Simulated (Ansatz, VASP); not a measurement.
# Ru in VASP and in Ansatz

```
Ru
1.0
     2.49664    0.00000    0.00000
     0.00000    2.49664    0.00000
     0.00000    0.00000    2.49664
Ru
1
Direct
  0.00000 0.00000 0.00000
```

Alike in both runs: task single point; functional LDA; k mesh 14 × 14 × 14; occupations fermi-dirac, width 0.1 eV; no spin polarisation.

|  | VASP | Ansatz |
| --- | --- | --- |
| version | VASP 6.6.1 | Ansatz 0.2.0 |
| potentials or method | VASP PAW LDA potentials, release 64 (Ru_pv), cutoff 520 eV | plane waves (420 eV) with PAW, scalar-relativistic |
| valence electrons in the cell | 14 | 16 |

|  | VASP | Ansatz | Ansatz less VASP |
| --- | --- | --- | --- |
| pressure (GPa) | -8.5 | -9.2 | -0.73 |

Ansatz warns that its potentials were made for another functional, while VASP's fit it. LDA's correlation is that of Perdew and Zunger in VASP and of Perdew and Wang (1992) in Ansatz. VASP's potentials hold 14 valence electrons a cell and Ansatz's 16, so a difference there can come from the potentials and not from the codes.
